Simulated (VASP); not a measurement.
CuSi16 (a cell with a defect), 17 atoms in the cell. The cell holds a defect, 17 atoms: a = 7.679 Å, b = 7.679 Å, c = 7.679 Å, α = 60.00°, β = 60.00°, γ = 60.00°. 

- Program: VASP 6.6.1
- Task: single point
- Functional: PBE
- Potentials or basis: VASP PAW PBE potentials, release 64 (Si, Cu)
- Cutoff: 520 eV
- k mesh: 2 × 2 × 2
- Occupations: gaussian, width 0.05 eV
- Spin: no spin polarisation
- Dipole correction: no
- Charge: 1
- Further INCAR settings: LREAL = Auto; ALGO = Normal; EDIFF = 1e-06; NBANDS = 52; NELECT = 74.0

Potentials or basis: VASP PAW PBE potentials, release 64 (Si, Cu).

The run is started by

```bash
$ cat potpaw_PBE.64/Si/POTCAR potpaw_PBE.64/Cu/POTCAR > POTCAR
$ mpirun -np 1 vasp_std > vasp.out
```

Hardware: 1 thread of Intel(R) Xeon(R) 6975P-C (Granite Rapids), on a shared host.

Problem. How long does it take, and how much memory?

Solution. Run time: 4.5 min on 1 thread of Intel(R) Xeon(R) 6975P-C (Granite Rapids) (shared host), peak memory 0.49 GiB. Counts: scf iterations 20, k points 8.
